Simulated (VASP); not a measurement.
# TaN (P6_3mc) in VASP: notebook, part 2 of 2

VASP 6.6.1. The steps go on from the part before.

**4. Single point, PBEsol (volume 12.770 Å^3 an atom, c/a of the conventional cell 1.8620)**

Contents of INCAR:

```
SYSTEM = TaN
PREC     = Accurate       ! precision mode
ENCUT    = 520            ! plane-wave cutoff, eV
EDIFF    = 1E-7           ! SCF threshold, eV
ISMEAR   = 0              ! smearing method
SIGMA    = 0.15           ! smearing width, eV
LREAL    = .False.        ! projectors in reciprocal space
LASPH    = .True.         ! aspherical terms in the spheres
NELM     = 100            ! most SCF steps
ALGO     = Normal         ! electronic algorithm
ISIF     = 2              ! what is computed and relaxed
LWAVE    = .False.        ! write WAVECAR
LCHARG   = .False.        ! write CHGCAR
GGA      = PS             ! functional
NBANDS   = 24             ! bands
```

Contents of KPOINTS:

```
Automatic mesh
0
Gamma
  18 18 8
  0 0 0
```

Contents of POSCAR:

```
TaN
1.0
    3.1641107265      0.0000000000      0.0000000000
   -1.5820553633      2.7402002695      0.0000000000
    0.0000000000      0.0000000000      5.8915741728
Ta N
2 2
Direct
    0.3333333333      0.6666666667      0.0301041378
    0.6666666667      0.3333333333      0.5301041378
    0.3333333333      0.6666666667      0.3548958622
    0.6666666667      0.3333333333      0.8548958622
```

Potentials or basis: VASP PAW PBE potentials, release 64 (Ta_pv, N).

The run is started by

```sh
$ cat potpaw_PBE.64/Ta_pv/POTCAR potpaw_PBE.64/N/POTCAR > POTCAR
$ mpirun -np 1 vasp_std > vasp.out
```

OUTCAR:

```text
SYSTEM = TaN
   PREC = Accurate
   ENCUT = 520
   EDIFF = 1E-7
   ISMEAR = 0
   LREAL = .False.
   LASPH = .True.
   NELM = 100
   ISIF = 2
   GGA = PS

 ion  position               nearest neighbor table
   1  0.333  0.667  0.030-   3 1.91   4 2.10   4 2.10   4 2.10   2 3.47   2 3.47   2 3.47   2 3.47
                             2 3.47   2 3.47
   2  0.667  0.333  0.530-   4 1.91   3 2.10   3 2.10   3 2.10   1 3.47   1 3.47   1 3.47   1 3.47
                             1 3.47   1 3.47
   3  0.333  0.667  0.355-   1 1.91   2 2.10   2 2.10   2 2.10
   4  0.667  0.333  0.855-   2 1.91   1 2.10   1 2.10   1 2.10

  LATTYP: Found a hexagonal cell.
 ALAT       =     3.1641107265
 C/A-ratio  =     1.8620000000

  Lattice vectors:

 A1 = (   3.1641107265,   0.0000000000,   0.0000000000)
 A2 = (  -1.5820553633,   2.7402002695,   0.0000000000)
 A3 = (   0.0000000000,   0.0000000000,   5.8915741728)

Analysis of symmetry for initial positions (statically):
=====================================================================
 Subroutine PRICEL returns:
 Original cell was already a primitive cell.

 Routine SETGRP: Setting up the symmetry group for a
 hexagonal supercell.

 Subroutine GETGRP returns: Found 12 space group operations
 (whereof  6 operations were pure point group operations)
 out of a pool of 24 trial point group operations.

The static configuration has the point symmetry C_3v.
 The point group associated with its full space group is C_6v.

Analysis of symmetry for dynamics (positions and initial velocities):
=====================================================================
 Subroutine PRICEL returns:
 Original cell was already a primitive cell.

 Routine SETGRP: Setting up the symmetry group for a
 hexagonal supercell.

 Subroutine GETGRP returns: Found 12 space group operations
 (whereof  6 operations were pure point group operations)
 out of a pool of 24 trial point group operations.

The dynamic configuration has the point symmetry C_3v.
 The point group associated with its full space group is C_6v.

[... 123 lines left out ...]
  volume/ion in A,a.u.               =      12.77        86.18
  Fermi-wavevector in a.u.,A,eV,Ry     =   1.400779  2.647089 26.697116  1.962183
  Thomas-Fermi vector in A             =   2.523706
   LORBIT       =      0    0 simple, 1 ext, 2 COOP (PROOUT), +10 PAW based schemes
   GGA     = PS    functional components
   LHFCALC =     F    Hartree Fock is set to
   AEXX    =    0.0000 exact exchange contribution
   IVDW    =     0    specifies the selected vdW correction
   LEPSILON=     F    determine dielectric tensor
   LRPA    =     F    only Hartree local field effects (RPA)
 non-spin polarized calculation
 Gauss-broadening in eV      SIGMA  =   0.15
  energy-cutoff  :      520.00
  volume of cell :       51.08
 maximum number of plane-waves:      1396
 NGX is ok and might be reduce to    24
   NGX = 11   NGY = 11   NGZ = 21

 number of electron      32.0000001 magnetization

 Free energy of the ion-electron system (eV)
  ---------------------------------------------------
  ext. energy  EPLUGINS =         0.00000000
  ---------------------------------------------------
  free energy    TOTEN  =       -45.72780515 eV

  energy without entropy =      -45.71867621  energy(sigma->0) =      -45.72324068

 E-fermi :   6.5891     XC(G=0): -12.3994

 val. band max:        6.5703462724   @ k =   0.1111  -0.0000   0.0000
 cond. band min:       6.6045156697   @ k =   0.0556   0.0556   0.0000
 fundamental gap:      0.0341693973
 Fermi energy:         6.5891118948

 k-point     1 :       0.0000    0.0000    0.0000
  band No.  band energies     occupation
      1     -29.0392      2.00000
      2     -28.6134      2.00000
      3     -28.3615      2.00000
      4     -28.3615      2.00000
      5     -28.3214      2.00000
      6     -28.3214      2.00000
[... 637 lines left out ...]
     23      12.0529      0.00000
     24      12.6118      0.00000

 [... further k-points ...]

------------------------ aborting loop because EDIFF is reached ----------------------------------------

  FORCE on cell =-STRESS in cart. coord.  units (eV):
  Direction    XX          YY          ZZ          XY          YZ          ZX
  --------------------------------------------------------------------------------------
  -------------------------------------------------------------------------------------
  Total       -0.8055721     -0.8055721      5.3759946      0.0000000      0.0000000      0.0000000
  in kB      -25.2667682    -25.2667682    168.6180566      0.0000000      0.0000000      0.0000000
  external PRESSURE =      39.3615067 kB  Pullay stress =       0.0000000 kB

 VOLUME and BASIS-vectors are now :
 -----------------------------------------------------------------------------
  energy-cutoff  :      520.00
  volume of cell :       51.08
      direct lattice vectors                 reciprocal lattice vectors
     3.164110727  0.000000000  0.000000000     0.316044566  0.182468415  0.000000000
    -1.582055363  2.740200269  0.000000000     0.000000000  0.364936830  0.000000000
     0.000000000  0.000000000  5.891574173     0.000000000  0.000000000  0.169733924

 POSITION                                       TOTAL-FORCE (eV/Angst)
 -----------------------------------------------------------------------------------
     -0.00000      1.82680      0.17736         0.000000     -0.000000     -0.994461
      1.58206      0.91340      3.12315        -0.000000      0.000000     -0.994461
     -0.00000      1.82680      2.09090         0.000000     -0.000000      0.994461
      1.58206      0.91340      5.03668        -0.000000      0.000000      0.994461
 -----------------------------------------------------------------------------------
    total drift:                               -0.000000      0.000000      0.000349

  FREE ENERGIE OF THE ION-ELECTRON SYSTEM (eV)
  ---------------------------------------------------
  free  energy   TOTEN  =       -45.7278051505 eV

  energy  without entropy=      -45.7186762072  energy(sigma->0) =      -45.72324068
```

OSZICAR:

```text
N       E                     dE             d eps       ncg     rms          rms(c)
DAV:   1     0.269610859535E+03    0.26961E+03   -0.17603E+04  8880   0.138E+03
DAV:   2    -0.381723850416E+02   -0.30778E+03   -0.29402E+03 10760   0.402E+02
DAV:   3    -0.519512248521E+02   -0.13779E+02   -0.13578E+02 11160   0.828E+01
DAV:   4    -0.521192556658E+02   -0.16803E+00   -0.16782E+00 10256   0.973E+00
DAV:   5    -0.521215961221E+02   -0.23405E-02   -0.23393E-02 11504   0.980E-01    0.362E+01
DAV:   6    -0.460664343046E+02    0.60552E+01   -0.27370E+01 10552   0.345E+01    0.144E+01
DAV:   7    -0.457952038736E+02    0.27123E+00   -0.15724E+00 10392   0.852E+00    0.946E+00
DAV:   8    -0.457345184466E+02    0.60685E-01   -0.20098E-01 11120   0.349E+00    0.125E+00
DAV:   9    -0.457280116411E+02    0.65068E-02   -0.22778E-02 10832   0.909E-01    0.229E-01
DAV:  10    -0.457278154646E+02    0.19618E-03   -0.13232E-03 11072   0.324E-01    0.466E-02
DAV:  11    -0.457278057445E+02    0.97200E-05   -0.10142E-04 10888   0.736E-02    0.128E-02
DAV:  12    -0.457278055577E+02    0.18683E-06   -0.65655E-06 10704   0.197E-02    0.474E-03
DAV:  13    -0.457278052461E+02    0.31156E-06   -0.42547E-07 10968   0.521E-03    0.126E-03
DAV:  14    -0.457278051505E+02    0.95602E-07   -0.70739E-08  6672   0.214E-03
   1 F= -.45727805E+02 E0= -.45723241E+02  d E =-.912894E-02
```

stdout:

```text
POSCAR found type information on POSCAR TaN
 POSCAR found :  2 types and       4 ions
 scaLAPACK will be used
 -----------------------------------------------------------------------------
|                                                                             |
|                                                                             |
|     You enforced a specific xc type in the INCAR file but a different       |
|     I HOPE YOU KNOW WHAT YOU ARE DOING!                                     |
|                                                                             |
 -----------------------------------------------------------------------------

 LDA part: xc-table for (Slater+PW92), standard interpolation
 POSCAR, INCAR and KPOINTS ok, starting setup
 FFT: planning ... GRIDC
 FFT: planning ... GRID_SOFT
 FFT: planning ... GRID
 WAVECAR not read
 entering main loop
```

Wall time 2.1 min (1 thread of Intel Xeon Platinum 8488C (Sapphire Rapids), shared host); peak memory 0.31 GiB.

Results:

| Quantity | Value |
| --- | --- |
| Free energy | -45.7278 eV |
| Pressure | 3.9 GPa |
| Largest force | 0.994 eV/Å |
| Band gap on the k mesh | zero (band 16 reaches 6.98 eV, above the bottom of band 17 at 6.41 eV) |

Forces in eV/Å, atoms in the order of the input:
```
Ta   0.000  0.000 -0.994
Ta   0.000  0.000 -0.994
N    0.000  0.000  0.994
N    0.000  0.000  0.994
```

Levels at points of the mesh, in eV from the Fermi level:
| k point | band 12 | band 13 | band 14 | band 15 | band 16 | band 17 | band 18 | band 19 | band 20 | band 21 |
| --- | --- | --- | --- | --- | --- | --- | --- | --- | --- | --- |
| (0.00, 0.00, 0.00) | -5.74 | -4.75 | -4.75 | -0.81 | -0.73 | -0.04 | -0.04 | 2.15 | 2.15 | 2.90 |
| (0.50, 0.00, 0.00) | -5.96 | -4.86 | -3.82 | -2.39 | -0.44 | 1.38 | 2.21 | 2.64 | 3.24 | 3.79 |
| (0.00, 0.00, 0.50) | -5.31 | -5.31 | -5.31 | 0.39 | 0.39 | 0.93 | 0.93 | 0.93 | 0.93 | 4.76 |
| (0.50, 0.00, 0.50) | -5.58 | -5.06 | -5.06 | -0.80 | -0.80 | 1.64 | 1.64 | 3.19 | 3.19 | 4.59 |

Caveat: the PAW data sets were made with another functional, which shifts forces and pressure a little; spin-orbit coupling is left out, which moves the levels of the heavy elements.

**5. Single point, PBEsol (volume 12.770 Å^3 an atom, c/a of the conventional cell 2.1868)**

Contents of INCAR:

```
PREC     = Accurate       # precision mode
ENCUT    = 520            # plane-wave cutoff, eV
EDIFF    = 1E-7           # SCF threshold, eV
ISMEAR   = 0              # smearing method
SIGMA    = 0.15           # smearing width, eV
LREAL    = False          # projectors in reciprocal space
LASPH    = True           # aspherical terms in the spheres
NELM     = 80             # most SCF steps
ALGO     = Normal         # electronic algorithm
ISIF     = 2              # what is computed and relaxed
LWAVE    = False          # write WAVECAR
LCHARG   = True           # write CHGCAR
GGA      = PS             # functional
LELF     = True           # ELF
LVHAR    = True         
NBANDS   = 24             # bands
```

Contents of KPOINTS:

```
Automatic mesh
0
Gamma
  18 18 8
```

Contents of POSCAR:

```
TaN
1.0
    2.9989913295      0.0000000000      0.0000000000
   -1.4994956648      2.5972026771      0.0000000000
    0.0000000000      0.0000000000      6.5581942394
Ta N
2 2
Direct
    0.3333333333      0.6666666667      0.0301041378
    0.6666666667      0.3333333333      0.5301041378
    0.3333333333      0.6666666667      0.3548958622
    0.6666666667      0.3333333333      0.8548958622
```

The run is started by

```sh
$ cat potpaw_PBE.64/Ta_pv/POTCAR potpaw_PBE.64/N/POTCAR > POTCAR
$ mpirun -np 1 vasp_std > vasp.out
```

It took 3.1 min on 1 thread of Intel Xeon Platinum 8488C (Sapphire Rapids), shared host; peak memory 0.32 GiB.

Results (log left out):

| Item | Value |
| --- | --- |
| Free energy | -45.2201 eV |
| Pressure | -2.8 GPa |
| Largest force | 1.624 eV/Å |
| Band gap on the k mesh | zero (band 16 reaches 6.16 eV, above the bottom of band 17 at 6.13 eV) |

Forces on the atoms (eV/Å):
```
Ta   0.000  0.000  1.624
Ta   0.000  0.000  1.624
N    0.000  0.000 -1.624
N    0.000  0.000 -1.624
```

Stress tensor (GPa, compression positive):
```
 11.97   0.00   0.00
  0.00  11.97   0.00
  0.00   0.00 -32.23
```

Levels at points of the mesh, in eV from the Fermi level:
| k point | band 13 | band 14 | band 15 | band 16 | band 17 | band 18 | band 19 | band 20 |
| --- | --- | --- | --- | --- | --- | --- | --- | --- |
| (0.00, 0.00, 0.00) | -3.84 | -3.84 | -0.91 | -0.23 | 0.83 | 0.83 | 2.32 | 2.32 |
| (0.50, 0.00, 0.00) | -4.37 | -3.20 | -2.15 | -0.36 | 0.88 | 2.09 | 3.40 | 4.52 |
| (0.00, 0.00, 0.50) | -4.14 | -4.14 | -0.07 | -0.07 | 1.41 | 1.41 | 1.41 | 1.41 |
| (0.50, 0.00, 0.50) | -4.01 | -4.01 | -1.08 | -1.08 | 1.37 | 1.37 | 4.27 | 4.27 |

Caveat: the PAW data sets were made with another functional, which shifts forces and pressure a little; spin-orbit coupling is left out, which moves the levels of the heavy elements.

**6. The runs side by side**

| cell | gap on the mesh (eV) | pressure (GPa) | largest force (eV/Å) |
| --- | --- | --- | --- |
| a = 3.163, b = 3.163, c = 5.658 Å, angles 90.0, 90.0, 120.0°, 4 atoms | none | 21.3 | 2.65 |
| a = 3.250, b = 3.250, c = 5.584 Å, angles 90.0, 90.0, 120.0°, 4 atoms | none | 13.3 | 3.77 |
| a = 3.164, b = 3.164, c = 5.892 Å, angles 90.0, 90.0, 120.0°, 4 atoms | none | 3.9 | 0.99 |
| a = 2.999, b = 2.999, c = 6.558 Å, angles 90.0, 90.0, 120.0°, 4 atoms | none | -2.8 | 1.62 |

Alike in all rows: task single point; level PBEsol; potentials or basis VASP PAW PBE potentials, release 64 (Ta_pv, N); no spin polarisation; k mesh 18 × 18 × 8; cutoff (eV) 520; smearing gaussian 0.15 eV.

Caveats: the PAW data sets were made with another functional, which shifts forces and pressure a little; spin-orbit coupling is left out, which moves the levels of the heavy elements.

Total energies depend on the potentials used, so only differences within one code and one set of settings carry meaning.
